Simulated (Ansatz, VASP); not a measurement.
This is a calculation of Ag for Ansatz 0.2.0.

The input input.yaml:

```yaml
crystal:
  lattice:
    - [2.93, 0.0, 0.0]
    - [-1.465, 2.5374544331, 0.0]
    - [0.0, 0.0, 4.79]
  atoms:
    - { symbol: Ag, position: [0.6666666667, 0.3333333333, 0.75] }
    - { symbol: Ag, position: [0.3333333333, 0.6666666667, 0.25] }
kpoints:
  mp_grid: { grid: [10, 10, 6] }
scf:
  occupations: { method: methfessel_paxton, width: 0.1 }
hamiltonian:
  xc: pbesol
  dispersion: d3bj
  pseudopotentials: { kind: all_electron, lapw: { basis_error: 0.001 } }
output:
  forces: true
  stress: true
relax:
  f_tol: 0.01
  max_steps: 60
  cell: {}
```

Potentials or basis: all-electron LAPW, scalar-relativistic.

Run with:

```bash
$ ansatz run input.yaml --threads 1 --pin off --max-ram 3072MiB --backend cpu --events-out ev --progress --plain --runs-dir out
```

**Question.** Set up the same calculation for VASP 6.6.1. Potentials there: VASP PAW PBE potentials, release 64 (Ag).

**Answer.** As run (the cutoff follows the program's own potentials):

INCAR

```
SYSTEM = Ag
ALGO = Normal
EDIFF = 1E-7
EDIFFG = -0.01
ENCUT = 600
GGA = PS
IBRION = 2
ISIF = 3
ISMEAR = 1
IVDW = 12
LASPH = .TRUE.
LCHARG = .FALSE.
LREAL = .FALSE.
LWAVE = .FALSE.
NELM = 60
NSW = 80
PREC = Accurate
SIGMA = 0.1
```

Contents of KPOINTS:

```
k-points
0
G
  10 10 6
  0 0 0
```

File POSCAR:

```
Ag
1.0
    2.9300000000      0.0000000000      0.0000000000
   -1.4650000000      2.5374544331      0.0000000000
    0.0000000000      0.0000000000      4.7900000000
Ag
2
Direct
    0.6666666667      0.3333333333      0.7500000000
    0.3333333333      0.6666666667      0.2500000000
```

Potentials or basis: VASP PAW PBE potentials, release 64 (Ag).

The run is started by

```sh
$ cat potpaw_PBE.64/Ag/POTCAR > POTCAR
$ mpirun -np 1 vasp_std > vasp.out
```

Both were run:

|  | VASP | Ansatz | Ansatz less VASP |
| --- | --- | --- | --- |
| relaxed volume (Å³/atom) | 15.96 | 15.99 | +0.026 |
| relaxed cell length with the largest relative difference (Å) | 4.601 | 4.605 | +0.0043 |

VASP's potentials were made for PBE, not for PBEsol. Ansatz ran all-electron here, and VASP with PAW potentials.
